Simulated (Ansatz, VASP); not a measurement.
## One calculation of Ir, two programs

File INCAR:

```
ALGO     = Fast           # electronic algorithm
EDIFF    = 1E-6           # SCF threshold, eV
ENCUT    = 520            # plane-wave cutoff, eV
GGA      = PS             # functional
ISIF     = 2              # what is computed and relaxed
ISMEAR   = 0              # smearing method
LASPH    = True           # aspherical terms in the spheres
LCHARG   = False          # write CHGCAR
LREAL    = False          # projectors in reciprocal space
LWAVE    = False          # write WAVECAR
NBANDS   = 16             # bands
NELM     = 60             # most SCF steps
PREC     = Accurate       # precision mode
SIGMA    = 0.15           # smearing width, eV
```

Contents of KPOINTS:

```
k-points
0
Gamma
  18 18 12
```

File POSCAR:

```
Ir
1.0
    2.7513778946      0.0000000000      0.0000000000
   -1.3756889473      2.3827631521      0.0000000000
    0.0000000000      0.0000000000      4.4622900000
Ir
2
Direct
    0.6194525741      0.2389051482      0.7500000000
    0.3333333333      0.6666666667      0.2500000000
```

Input for Ansatz:

```yaml
crystal:
  lattice:
    - [2.7513778946, 0.0, 0.0]
    - [-1.3756889473, 2.3827631521, 0.0]
    - [0.0, 0.0, 4.46229]
  atoms:
    - { symbol: Ir, position: [0.6194525741, 0.2389051482, 0.75] }
    - { symbol: Ir, position: [0.3333333333, 0.6666666667, 0.25] }
basis:
  ecutwfc: 420
kpoints:
  mp_grid: { grid: [18, 18, 12] }
hamiltonian:
  xc: pbesol
scf:
  occupations: { method: gaussian, width: 0.15 }
output:
  forces: true
  stress: true
  eigenvalues: true
```

Alike in both runs: task single point; functional PBEsol; k mesh 18 × 18 × 12; occupations gaussian, width 0.15 eV; no spin polarisation.

|  | VASP | Ansatz |
| --- | --- | --- |
| version | VASP 6.6.1 | Ansatz 0.2.0 |
| potentials or method | VASP PAW PBE potentials, release 64 (Ir), cutoff 520 eV | scalar-relativistic, plane waves, PAW |
| valence electrons in the cell | 18 | 34 |

```tsv
	VASP	Ansatz	Ansatz less VASP
gap on the k mesh at the Fermi level (eV)	none	none	-
pressure (GPa)	-9.4	-10.2	-0.75
traceless stress, the component that is largest in VASP (GPa)	-3.00	-2.87	+0.133
rms of the force components (eV/Å)	0.612	0.608	-0.0039
```

VASP's potentials were made for PBE, not for PBEsol. Atom by atom the forces differ by 0.004 eV/Å (rms over components). A gap of «none» marks a metal or a gap that the smearing closes. VASP's potentials hold 18 valence electrons a cell and Ansatz's 34, so a difference there can come from the potentials and not from the codes.

Neither program's run includes spin-orbit coupling.
